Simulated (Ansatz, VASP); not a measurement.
**ZnAg in VASP and in Ansatz**

```
CELL_PARAMETERS angstrom
3.12444 0.00000 0.00000
0.00000 3.12444 0.00000
0.00000 0.00000 3.15600
ATOMIC_POSITIONS crystal
Zn 0.50000 0.50000 0.50000
Ag 0.00000 0.00000 0.00000
```

Change from the starting cell: equal xx and yy strain of -1 %.

Alike in both runs: task single point; functional LDA; k mesh 12 × 12 × 12; occupations fermi-dirac, width 0.03 eV; no spin polarisation.

```csv
,VASP,Ansatz
version,VASP 6.6.1,Ansatz 0.2.0
potentials or method,"VASP PAW LDA potentials, release 64 (Zn, Ag), cutoff 520 eV","all-electron LAPW, scalar-relativistic"
```

VASP gave:

```
pressure (GPa)                                                : -5.8
traceless stress, the component that is largest in VASP (GPa) : -0.41
```

Task: Which values does Ansatz return?

Result: Pressure (GPa): -6.2; traceless stress, the component that is largest in VASP (GPa): -0.41.

LDA's correlation is that of Perdew and Zunger in VASP and of Perdew and Wang (1992) in Ansatz. Ansatz ran all-electron here, and VASP with PAW potentials.
